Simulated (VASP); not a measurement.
## Re: single point with PBEsol

Re:

```
Re
1.0
     2.65860    0.00000    0.00000
    -1.32930    2.30242    0.00000
     0.00000    0.00000    4.62100
Re
2
Direct
  0.33333 0.66667 0.25000
  0.66667 0.33333 0.75000
```

```
Program                : VASP 6.6.1
Task                   : single point
Functional             : PBEsol
Potentials or basis    : VASP PAW PBE potentials, release 64 (Re)
Cutoff                 : 520 eV
k mesh                 : 18 × 18 × 10
Occupations            : gaussian, width 0.15 eV
Spin                   : no spin polarisation
Dipole correction      : no
Further INCAR settings : ALGO = Normal; EDIFF = 1e-06; NBANDS = 14
```

The pressure is 14.6 GPa. The band gap on the k mesh is zero (bands 7 and 8 overlap by 3.19 eV).

Stress tensor (GPa, compression positive):
```
 28.22   0.00   0.00
  0.00  28.22   0.00
  0.00   0.00 -12.65
```

Levels at points of the mesh, in eV from the Fermi level:
```tsv
k point	band 5	band 6	band 7	band 8	band 9	band 10
(0.00, 0.00, 0.00)	-1.69	-1.01	-1.01	-0.24	0.79	0.79
(0.50, 0.00, 0.00)	-1.56	-1.55	-1.25	4.07	4.80	5.18
(0.00, 0.00, 0.50)	-1.68	-1.68	-1.68	-1.68	2.62	2.62
(0.50, 0.00, 0.50)	0.61	0.61	0.95	0.95	4.77	4.77
```

Run time: 32 s on 1 thread of Intel(R) Xeon(R) 6975P-C (Granite Rapids), on a shared host, peak memory 0.2 GiB.

Caveat: the cell stands under pressure; the PAW data sets were made with another functional, which shifts forces and pressure a little; spin-orbit coupling is left out, which moves the levels of the heavy elements.
